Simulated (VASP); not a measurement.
A run of VASP 6.6.1 is set up as follows.

INCAR

```
SYSTEM = Mn
PREC = Accurate
ENCUT = 520
EDIFF = 1E-6
ISMEAR = -1
SIGMA = 0.05
LREAL = .False.
LASPH = .True.
NELM = 150
ALGO = Normal
ISIF = 2
LWAVE = .False.
LCHARG = .False.
ISPIN = 2
MAGMOM = 1.01
LORBIT = 11
NUPDOWN = 1.01
LMAXMIX = 4
GGA = PE
NBANDS = 16
```

Contents of KPOINTS:

```
Automatic mesh
0
Gamma
  13 13 13
  0 0 0
```

Contents of POSCAR:

```
Mn
1.0
    0.0000000000      1.7450000000      1.7450000000
    1.7450000000      0.0000000000      1.7450000000
    1.7450000000      1.7450000000      0.0000000000
Mn
1
Direct
    0.0000000000      0.0000000000      0.0000000000
```

Potentials or basis: VASP PAW PBE potentials, release 64 (Mn_pv).

Command:

```bash
$ cat potpaw_PBE.64/Mn_pv/POTCAR > POTCAR
$ mpirun -np 1 vasp_std > vasp.out
```

(1) Estimate the pressure.

Results:

(1) 10.6 GPa.

Caveat: the total moment is fixed, so each spin has its own Fermi level.
